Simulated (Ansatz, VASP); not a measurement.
## Two plane-wave programs on FeO

File INCAR:

```
SYSTEM = FeO
ALGO = Normal ; EDIFF = 1E-6
ENCUT = 520 ; GGA = PE
ISIF = 2 ; ISMEAR = 0
ISPIN = 2 ; LASPH = .True.
LCHARG = .False. ; LMAXMIX = 4
LORBIT = 11 ; LREAL = .False.
LWAVE = .False. ; MAGMOM = 3.78 0
NBANDS = 18 ; NELM = 150
PREC = Accurate ; SIGMA = 0.05
```

File KPOINTS:

```
k-points
0
Gamma
  14 14 14
  0 0 0
```

POSCAR

```
FeO
1.0
    0.0000000000      2.1251438185      2.1251438185
    2.1251438185      0.0000000000      2.1251438185
    2.1251438185      2.1251438185      0.0000000000
Fe O
1 1
Direct
    0.0000000000      0.0000000000      0.0000000000
    0.5000000000      0.5000000000      0.5000000000
```

Input for Ansatz:

```yaml
crystal:
  lattice:
    - [0.0, 2.1251438185, 2.1251438185]
    - [2.1251438185, 0.0, 2.1251438185]
    - [2.1251438185, 2.1251438185, 0.0]
  atoms:
    - { symbol: Fe, position: [0.0, 0.0, 0.0], spin: 3.78 }
    - { symbol: O, position: [0.5, 0.5, 0.5] }
basis:
  ecutwfc: 420
  ecutrho_ratio: 4
kpoints:
  mp_grid: { grid: [14, 14, 14] }
hamiltonian:
  xc: pbe
scf:
  occupations: { method: gaussian, width: 0.05 }
output:
  forces: true
  stress: true
  eigenvalues: true
  populations: true
magnetization:
  spin_polarized: true
```

Alike in both runs: task single point; functional PBE; k mesh 14 × 14 × 14; occupations gaussian, width 0.05 eV; collinear spin.

|  | VASP | Ansatz |
| --- | --- | --- |
| version | VASP 6.6.1 | Ansatz 0.2.0 |
| potentials or method | VASP PAW PBE potentials, release 64 (Fe, O), cutoff 520 eV | scalar-relativistic, plane waves, PAW |
| valence electrons in the cell | 14 | 22 |

|  | VASP | Ansatz | Ansatz less VASP |
| --- | --- | --- | --- |
| gap on the k mesh at the Fermi level (eV) | none | none | - |
| pressure (GPa) | 8.5 | 8.3 | -0.21 |
| net moment per atom (μB) | 2.00 | 2.00 | 0.000 |
| size of the moment on the site where the two differ most (μB) | 3.61 | 3.43 | -0.183 |

Site moments also hang on the region over which each program counts them. A gap of «none» marks a metal or a gap that the smearing closes. VASP's potentials hold 14 valence electrons a cell and Ansatz's 22, so a difference there can come from the potentials and not from the codes.
